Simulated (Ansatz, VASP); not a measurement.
## K3W: VASP beside Ansatz

```
K W
1.0
     5.44207    0.00000    0.00000
     0.00000    5.44207    0.00000
     0.00000    0.00000    5.44207
K W
3 1
Direct
  0.00000 0.50000 0.50000
  0.50000 0.00000 0.50000
  0.50000 0.50000 0.00000
  0.00000 0.00000 0.00000
```

Alike in both runs: functional PBE; k mesh 4 × 4 × 4; occupations gaussian, width 0.1 eV; no spin polarisation.

Ansatz relaxed the structure, and its values are those at the end. VASP's run is a single point on that final structure, the one shown.

|  | VASP | Ansatz |
| --- | --- | --- |
| version | VASP 6.6.1 | Ansatz 0.2.0 |
| potentials or method | VASP PAW PBE potentials, release 64 (K_sv, W_sv), cutoff 520 eV | scalar-relativistic, plane waves, PAW |
| valence electrons in the cell | 41 | 41 |

|  | VASP | Ansatz | Ansatz less VASP |
| --- | --- | --- | --- |
| gap on the k mesh at the Fermi level (eV) | none | none | - |
| pressure (GPa) | 0.1 | 0.1 | +0.01 |

A gap of «none» marks a metal or a gap that the smearing closes.

Spin-orbit coupling is off throughout.
